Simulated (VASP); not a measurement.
# GaSb (km) (F-43m) in VASP: single point with PBEsol

Aim: the single point of GaSb (km) with PBEsol.

Everything below comes from runs of VASP 6.6.1. Logs are shortened: lines on timing, memory, paths and dates and some standing lists are left out, and cuts for length are marked.

## Step 1: The cell of the first run

The structure is cubic, space group F-43m (No. 216). Conventional cell: a = 6.112 Å, b = 6.112 Å, c = 6.112 Å, α = 90.00°, β = 90.00°, γ = 90.00°. Within 3.5 Å of Ga (site symmetry -43m) lie 4 Sb at 2.65 Å. Within 3.5 Å of Sb (site symmetry -43m) lie 4 Ga at 2.65 Å.

## Step 2: Single point, PBEsol

The input, INCAR:

```
SYSTEM = GaSb
PREC = Accurate
ENCUT = 500
EDIFF = 1E-6
ISMEAR = 0
SIGMA = 0.1
LREAL = .FALSE.
LASPH = .TRUE.
NELM = 120
ALGO = Normal
ISIF = 2
LWAVE = .FALSE.
LCHARG = .FALSE.
GGA = PS
NBANDS = 16
GGA_COMPAT = .FALSE.
```

The input, KPOINTS:

```
Automatic mesh
0
G
  6 6 6
  0 0 0
```

The input, POSCAR:

```
GaSb
1.0
    0.0000000000      3.0558829818      3.0558829818
    3.0558829818      0.0000000000      3.0558829818
    3.0558829818      3.0558829818      0.0000000000
Ga Sb
1 1
Direct
    0.0000000000      0.0000000000      0.0000000000
    0.2500000000      0.2500000000      0.2500000000
```

Potentials or basis: VASP PAW PBE potentials, release 64 (Ga_d, Sb).

Command:

```bash
cat potpaw_PBE.64/Ga_d/POTCAR potpaw_PBE.64/Sb/POTCAR > POTCAR
mpirun -np 1 vasp_std > vasp.out
```

OUTCAR:

```text
SYSTEM = GaSb
   PREC = Accurate
   ENCUT = 500
   EDIFF = 1E-6
   ISMEAR = 0
   LREAL = .FALSE.
   LASPH = .TRUE.
   NELM = 120
   ISIF = 2
   GGA = PS

 ion  position               nearest neighbor table
   1  0.000  0.000  0.000-   2 2.65   2 2.65   2 2.65   2 2.65
   2  0.250  0.250  0.250-   1 2.65   1 2.65   1 2.65   1 2.65

  LATTYP: Found a face centered cubic cell.
 ALAT       =     6.1117659636

  Lattice vectors:

 A1 = (   0.0000000000,   3.0558829818,   3.0558829818)
 A2 = (   3.0558829818,   0.0000000000,   3.0558829818)
 A3 = (   3.0558829818,   3.0558829818,   0.0000000000)

Analysis of symmetry for initial positions (statically):
=====================================================================
 Subroutine PRICEL returns:
 Original cell was already a primitive cell.

 Routine SETGRP: Setting up the symmetry group for a
 face centered cubic supercell.

 Subroutine GETGRP returns: Found 24 space group operations
 (whereof 24 operations were pure point group operations)
 out of a pool of 48 trial point group operations.

The static configuration has the point symmetry T_d .

Analysis of symmetry for dynamics (positions and initial velocities):
=====================================================================
 Subroutine PRICEL returns:
 Original cell was already a primitive cell.

 Routine SETGRP: Setting up the symmetry group for a
 face centered cubic supercell.

 Subroutine GETGRP returns: Found 24 space group operations
 (whereof 24 operations were pure point group operations)
 out of a pool of 48 trial point group operations.

The dynamic configuration has the point symmetry T_d .

 Subroutine INISYM returns: Found 24 space group operations
 (whereof 24 operations are pure point group operations),
 and found     1 'primitive' translations

----------------------------------------------------------------------------------------

                                     Primitive cell

  volume of cell :      57.0742

  direct lattice vectors                    reciprocal lattice vectors
     0.000000000  3.055882982  3.055882982    -0.163618831  0.163618831  0.163618831
     3.055882982  0.000000000  3.055882982     0.163618831 -0.163618831  0.163618831
     3.055882982  3.055882982  0.000000000     0.163618831  0.163618831 -0.163618831

  length of vectors
     4.321671158  4.321671158  4.321671158     0.283396128  0.283396128  0.283396128

  position of ions in fractional coordinates (direct lattice)
     0.000000000  0.000000000  0.000000000
     0.250000000  0.250000000  0.250000000

  ion indices of the primitive-cell ions
   primitive index   ion index
                 1           1
                 2           2

----------------------------------------------------------------------------------------

 KPOINTS: Automatic mesh

Automatic generation of k-mesh.
 Grid dimensions read from file:
 generate k-points for:    6    6    6

 Generating k-lattice:

  Cartesian coordinates                     Fractional coordinates (reciprocal lattice)
    -0.027269805  0.027269805  0.027269805     0.166666667  0.000000000  0.000000000
     0.027269805 -0.027269805  0.027269805     0.000000000  0.166666667  0.000000000
     0.027269805  0.027269805 -0.027269805     0.000000000  0.000000000  0.166666667

  Length of vectors
     0.047232688  0.047232688  0.047232688

  Shift w.r.t. Gamma in fractional coordinates (k-lattice)
     0.000000000  0.000000000  0.000000000

 Subroutine IBZKPT returns following result:
 ===========================================

 Found     16 irreducible k-points:

 Following reciprocal coordinates:
            Coordinates               Weight
  0.000000  0.000000  0.000000      1.000000
  0.166667  0.000000  0.000000      8.000000
  0.333333  0.000000  0.000000      8.000000
  0.500000  0.000000  0.000000      4.000000
  0.166667  0.166667  0.000000      6.000000
  0.333333  0.166667  0.000000     24.000000
[... 8 lines left out ...]
 -0.333333  0.333333  0.166667     24.000000
 -0.333333  0.500000  0.166667     12.000000
   k-points           NKPTS =     16   k-points in BZ     NKDIM =     16   number of bands    NBANDS=     16
   number of dos      NEDOS =    301   number of ions     NIONS =      2
   total plane-waves  NPLWV =  32768
   dimension x,y,z NGX =    32 NGY =   32 NGZ =   32
   dimension x,y,z NGXF=    64 NGYF=   64 NGZF=   64
   ions per type =               1   1
   NGX,Y,Z   is equivalent  to a cutoff of  12.31, 12.31, 12.31 a.u.
   NGXF,Y,Z  is equivalent  to a cutoff of  24.62, 24.62, 24.62 a.u.
 SYSTEM =  GaSb
   PREC   = accura    normal or accurate (medium, high low for compatibility)
   ISTART =      0    job   : 0-new  1-cont  2-samecut
   ICHARG =      2    charge: 1-file 2-atom 10-const
   ISPIN  =      1    spin polarized calculation?
   LNONCOLLINEAR =      F non collinear calculations
   LSORBIT =      F    spin-orbit coupling
   LASPH  =      T    aspherical Exc in radial PAW
   ENCUT  =  500.0 eV  36.75 Ry    6.06 a.u.   7.88  7.88  7.88*2*pi/ulx,y,z
   NELM   =    120;   NELMIN=  2; NELMDL= -5     # of ELM steps
   EDIFF  = 0.1E-05   stopping-criterion for ELM
   LREAL  =      F    real-space projection
   EDIFFG = 0.1E-04   stopping-criterion for IOM
   NSW    =      0    number of steps for IOM
   IBRION =     -1    ionic relax: 0-MD 1-quasi-New 2-CG
   NFREE  =      0    steps in history (QN), initial steepest desc. (CG)
   ISIF   =      2    stress and relaxation
   ISYM   =      2    0-nonsym 1-usesym 2-fastsym
   POTIM  = 0.5000    time-step for ionic-motion
   TEBEG  =    0.0;   TEEND  =   0.0 temperature during run
   PSTRESS=    0.0 pullay stress
   NELECT =      18.0000    total number of electrons
   NUPDOWN=      -1.0000    fix difference up-down
   EMIN   =  10.00;   EMAX   =-10.00  energy-range for DOS
   EFERMI =   0.00;   METHOD = LEGACY
   ISMEAR =     0;   SIGMA  =   0.10  broadening in eV -4-tet -1-fermi 0-gaus
   EFERMI_NEDOS =   21; number of points for ismear=-14 and -15
   IALGO  =     38    algorithm
   IMIX   =      4    mixing-type and parameters
     AMIX     =   0.40;   BMIX     =  1.00
     AMIX_MAG =   1.60;   BMIX_MAG =  1.00
  volume/ion in A,a.u.               =      28.54       192.58
  Fermi-wavevector in a.u.,A,eV,Ry     =   1.114343  2.105803 16.895179  1.241761
  Thomas-Fermi vector in A             =   2.250937
   LORBIT       =      0    0 simple, 1 ext, 2 COOP (PROOUT), +10 PAW based schemes
   GGA     = PS    functional components
   LHFCALC =     F    Hartree Fock is set to
   AEXX    =    0.0000 exact exchange contribution
   IVDW    =     0    specifies the selected vdW correction
   LEPSILON=     F    determine dielectric tensor
   LRPA    =     F    only Hartree local field effects (RPA)
 non-spin polarized calculation
 Gauss-broadening in eV      SIGMA  =   0.10
  energy-cutoff  :      500.00
  volume of cell :       57.07
 maximum number of plane-waves:      1464
   NGX = 15   NGY = 15   NGZ = 15

 number of electron      17.9999985 magnetization

 Free energy of the ion-electron system (eV)
  ---------------------------------------------------
  ext. energy  EPLUGINS =         0.00000000
  ---------------------------------------------------
  free energy    TOTEN  =        -8.12233630 eV

  energy without entropy =       -8.12150576  energy(sigma->0) =       -8.12192103

 E-fermi :   4.8210     XC(G=0):  -9.2751

 val. band max:        4.7812421072   @ k =   0.0000   0.0000   0.0000
 cond. band min:       5.1207652414   @ k =   0.5000   0.0000   0.0000
 fundamental gap:      0.3395231342
 Fermi energy:         4.8210133410

 k-point     1 :       0.0000    0.0000    0.0000
  band No.  band energies     occupation
      1     -10.2404      2.00000
      2     -10.2404      2.00000
      3     -10.2404      2.00000
      4     -10.1898      2.00000
      5     -10.1898      2.00000
      6      -6.7551      2.00000
[... 8 lines left out ...]
     15      13.3725      0.00000
     16      13.3725      0.00000

 k-point     2 :       0.1667    0.0000    0.0000
  band No.  band energies     occupation
      1     -10.2477      2.00000
      2     -10.2373      2.00000
      3     -10.2373      2.00000
      4     -10.1901      2.00000
      5     -10.1901      2.00000
      6      -6.4712      2.00000
[... 8 lines left out ...]
     15      12.3350      0.00000
     16      12.3350      0.00000

 k-point     3 :       0.3333    0.0000    0.0000
  band No.  band energies     occupation
      1     -10.2621      2.00000
      2     -10.2318      2.00000
      3     -10.2318      2.00000
      4     -10.1900      2.00000
      5     -10.1900      2.00000
      6      -5.7135      2.00000
[... 8 lines left out ...]
     15      12.8427      0.00000
     16      12.8427      0.00000

 k-point     4 :       0.5000    0.0000    0.0000
  band No.  band energies     occupation
      1     -10.2691      2.00000
      2     -10.2295      2.00000
      3     -10.2295      2.00000
      4     -10.1895      2.00000
      5     -10.1895      2.00000
      6      -5.1151      2.00000
[... 8 lines left out ...]
     15      14.6325      0.00000
     16      14.6325      0.00000
[... 172 lines left out ...]
 k-point    14 :       0.5000    0.3333    0.1667
  band No.  band energies     occupation
      1     -10.2738      2.00000
      2     -10.2256      2.00000
      3     -10.2227      2.00000
      4     -10.1954      2.00000
      5     -10.1883      2.00000
      6      -5.0649      2.00000
[... 8 lines left out ...]
     15      13.7460      0.00000
     16      15.7016      0.00000

 k-point    15 :      -0.3333    0.3333    0.1667
  band No.  band energies     occupation
      1     -10.2770      2.00000
      2     -10.2249      2.00000
      3     -10.2200      2.00000
      4     -10.1946      2.00000
      5     -10.1896      2.00000
      6      -4.5292      2.00000
[... 8 lines left out ...]
     15      15.1678      0.00000
     16      15.4267      0.00000

 k-point    16 :      -0.3333    0.5000    0.1667
  band No.  band energies     occupation
      1     -10.2818      2.00000
      2     -10.2212      2.00000
      3     -10.2166      2.00000
      4     -10.1979      2.00000
      5     -10.1881      2.00000
      6      -4.2446      2.00000
[... 8 lines left out ...]
     15      14.7947      0.00000
     16      16.1123      0.00000

------------------------ aborting loop because EDIFF is reached ----------------------------------------

  FORCE on cell =-STRESS in cart. coord.  units (eV):
  Direction    XX          YY          ZZ          XY          YZ          ZX
  --------------------------------------------------------------------------------------
  -------------------------------------------------------------------------------------
  Total        0.0548158      0.0548158      0.0548158     -0.0000000      0.0000000     -0.0000000
  in kB        1.5387801      1.5387801      1.5387801     -0.0000000      0.0000000     -0.0000000
  external PRESSURE =       1.5387801 kB  Pullay stress =       0.0000000 kB

 VOLUME and BASIS-vectors are now :
 -----------------------------------------------------------------------------
  energy-cutoff  :      500.00
  volume of cell :       57.07
      direct lattice vectors                 reciprocal lattice vectors
     0.000000000  3.055882982  3.055882982    -0.163618831  0.163618831  0.163618831
     3.055882982  0.000000000  3.055882982     0.163618831 -0.163618831  0.163618831
     3.055882982  3.055882982  0.000000000     0.163618831  0.163618831 -0.163618831

 POSITION                                       TOTAL-FORCE (eV/Angst)
 -----------------------------------------------------------------------------------
      0.00000      0.00000      0.00000         0.000000     -0.000000      0.000000
      1.52794      1.52794      1.52794        -0.000000      0.000000     -0.000000
 -----------------------------------------------------------------------------------
    total drift:                                0.000000      0.000000      0.000000

  FREE ENERGIE OF THE ION-ELECTRON SYSTEM (eV)
  ---------------------------------------------------
  free  energy   TOTEN  =        -8.1223363035 eV

  energy  without entropy=       -8.1215057632  energy(sigma->0) =       -8.12192103
```

It took 7 s on 1 thread of Intel Xeon 6975P-C (Granite Rapids), shared host; peak memory 0.17 GiB.

What came out:

```
Free energy : -8.1223 eV
Pressure    : 0.2 GPa
```

Caveat: the PAW data sets were made with another functional, which shifts forces and pressure a little; spin-orbit coupling is left out, which moves the levels of the heavy elements.
